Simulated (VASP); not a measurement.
A run of VASP 6.6.1 is set up as follows.

INCAR

```
SYSTEM = HfO2
ALGO = Normal
EDIFF = 1E-7
ENCUT = 520
GGA = PE
ISIF = 2
ISMEAR = 0
LASPH = .True.
LCHARG = .True.
LELF = .True.
LREAL = Auto
LVHAR = .True.
LWAVE = .False.
NBANDS = 106
NELM = 80
PREC = Accurate
SIGMA = 0.01
```

Contents of KPOINTS:

```
Automatic mesh
0
Gamma
  2 2 2
  0.5 0.5 0.5
```

The input POSCAR:

```
HfO2
1.0
    4.2677684493      0.0000000000      5.2713767281
   -5.1608917111      5.2122247887      0.0053656089
   -5.1608917111     -5.2122247887      0.0053656089
Hf O
8 16
Direct
    0.7083664605      0.9448497848      0.4877836410
    0.7083664605      0.4448497848      0.9877836410
    0.7916335395      0.0122163590      0.0551502152
    0.7916335395      0.5122163590      0.5551502152
    0.2916335395      0.5551502152      0.0122163590
    0.2916335395      0.0551502152      0.5122163590
    0.2083664605      0.4877836410      0.4448497848
    0.2083664605      0.9877836410      0.9448497848
    0.9766585741      0.1351317723      0.3923471620
    0.9766585741      0.6351317723      0.8923471620
    0.5233414259      0.6076528380      0.3648682277
    0.5233414259      0.1076528380      0.8648682277
    0.0233414259      0.3648682277      0.1076528380
    0.0233414259      0.8648682277      0.6076528380
    0.4766585741      0.8923471620      0.1351317723
    0.4766585741      0.3923471620      0.6351317723
    0.3484001833      0.8049685464      0.4763016396
    0.3484001833      0.3049685464      0.9763016396
    0.1515998167      0.5236983604      0.6950314536
    0.1515998167      0.0236983604      0.1950314536
    0.6515998167      0.6950314536      0.0236983604
    0.6515998167      0.1950314536      0.5236983604
    0.8484001833      0.9763016396      0.8049685464
    0.8484001833      0.4763016396      0.3049685464
```

Potentials or basis: VASP PAW PBE potentials, release 64 (Hf_pv, O).

Launch:

```bash
$ cat potpaw_PBE.64/Hf_pv/POTCAR potpaw_PBE.64/O/POTCAR > POTCAR
$ mpirun -np 1 vasp_std > vasp.out
```

Problem. Predict the largest force.

Solution. 0.075 eV/Å.

Problem. What does it give for the band gap on the k mesh?

Solution. 4.27 eV.

Problem. What does it give for the pressure?

Solution. -3.0 GPa.

Forces on the atoms (eV/Å):
```
Hf  -0.052 -0.016 -0.052
Hf  -0.052 -0.016 -0.052
Hf   0.052 -0.016  0.052
Hf   0.052 -0.016  0.052
Hf   0.052  0.016  0.052
Hf   0.052  0.016  0.052
Hf  -0.052  0.016 -0.052
Hf  -0.052  0.016 -0.052
O    0.050 -0.006 -0.010
O    0.050 -0.006 -0.010
O   -0.050 -0.006  0.010
O   -0.050 -0.006  0.010
O   -0.050  0.006  0.010
O   -0.050  0.006  0.010
O    0.050  0.006 -0.010
O    0.050  0.006 -0.010
O    0.014  0.002  0.034
O    0.014  0.002  0.034
O   -0.014  0.002 -0.034
O   -0.014  0.002 -0.034
O   -0.014 -0.002 -0.034
O   -0.014 -0.002 -0.034
O    0.014 -0.002  0.034
O    0.014 -0.002  0.034
```

Caveat: the k points lie up to 0.55 Å⁻¹ apart; spin-orbit coupling is left out, which moves the levels of the heavy elements; a shifted mesh leaves out Γ, where band edges can lie. A k mesh can miss the band edges.
